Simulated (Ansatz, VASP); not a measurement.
Two plane-wave programs on Ti3ZnH

```
Ti Zn H
1.0
     3.92202    0.00000    0.00000
     0.00000    3.92202    0.00000
     0.00000    0.00000    3.92202
Ti Zn H
3 1 1
Direct
  0.00000 0.50000 0.50000
  0.50000 0.50000 0.00000
  0.50000 0.00000 0.50000
  0.00000 0.00000 0.00000
  0.50000 0.50000 0.50000
```

Alike in both runs: task single point; functional PBE; k mesh 10 × 10 × 10; occupations gaussian, width 0.1 eV; no spin polarisation.

|  | VASP | Ansatz |
| --- | --- | --- |
| version | VASP 6.6.1 | Ansatz 0.2.0 |
| potentials or method | VASP PAW PBE potentials, release 64 (Ti_sv, Zn, H), cutoff 520 eV | scalar-relativistic, plane waves, PAW |
| valence electrons in the cell | 49 | 49 |

```tsv
	VASP	Ansatz	Ansatz less VASP
gap on the k mesh at the Fermi level (eV)	none	none	-
pressure (GPa)	13.5	13.6	+0.02
```

A gap of «none» marks a metal or a gap that the smearing closes. With one functional, cell and mesh, what is left measures potentials, basis and numerics.
